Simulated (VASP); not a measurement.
A run of VASP 6.6.1 is set up as follows.

File POSCAR:

```
C
1.0
    0.0000000000     -4.2535130786      0.0000000000
   -2.4558424086     -2.1267565393     -3.5617636578
    2.4558424086     -2.1267565393     -3.5617636578
C
8
Direct
    0.8249840398      0.4928017899      0.5071982101
    0.8332960723      0.0000000000      0.0000000000
    0.3332960723      0.7500000000      0.2500000000
    0.3332960723      0.2500000000      0.7500000000
    0.1667039277      0.5000000000      0.5000000000
    0.1667039277      0.0000000000      1.0000000000
    0.6667039277      0.7500000000      0.2500000000
    0.6667039277      0.2500000000      0.7500000000
```

File INCAR.step1:

```
ALGO     = Normal         # electronic algorithm
EDIFF    = 1E-4           # SCF threshold, eV
ENCUT    = 520            # plane-wave cutoff, eV
GGA      = PE             # functional
ISMEAR   = 0              # smearing method
LASPH    = T              # aspherical terms in the spheres
LCHARG   = F              # write CHGCAR
LREAL    = F              # projectors in reciprocal space
LWAVE    = T              # write WAVECAR
NBANDS   = 26             # bands
NELM     = 80             # most SCF steps
PREC     = Accurate       # precision mode
SIGMA    = 0.05           # smearing width, eV
```

INCAR.step2

```
ALGO     = Normal         # electronic algorithm
EDIFF    = 1E-6           # SCF threshold, eV
ENCUT    = 520            # plane-wave cutoff, eV
ISIF     = 2              # what is computed and relaxed
ISMEAR   = 0              # smearing method
ISTART   = 1            
LASPH    = T              # aspherical terms in the spheres
LCHARG   = F              # write CHGCAR
LMIXTAU  = T            
LREAL    = F              # projectors in reciprocal space
LWAVE    = F              # write WAVECAR
METAGGA  = R2SCAN         # meta-GGA
NBANDS   = 26             # bands
NELM     = 80             # most SCF steps
PREC     = Accurate       # precision mode
SIGMA    = 0.05           # smearing width, eV
```

KPOINTS

```
k-points
0
Gamma
  8 8 8
```

Potentials or basis: VASP PAW PBE potentials, release 64 (C).

Run with:

```bash
$ cat potpaw_PBE.64/C/POTCAR > POTCAR
$ cp INCAR.step1 INCAR
$ mpirun -np 1 vasp_std > vasp.out
$ cp INCAR.step2 INCAR
$ mpirun -np 1 vasp_std > vasp.out
```

Question: Predict the largest force.

Answer: 3.347 eV/Å.

Question: Estimate the pressure.

Answer: 1.0 GPa.

Stress tensor (GPa, compression positive):
```
 2.29  0.83  0.00
 0.83  0.66  0.00
 0.00  0.00 -0.03
```

Caveat: the cell differs from its parent crystal (atom 1 (C) moved +0.050 Å along Cartesian [1 1 0]); the PAW data sets were made with another functional, which shifts forces and pressure a little.
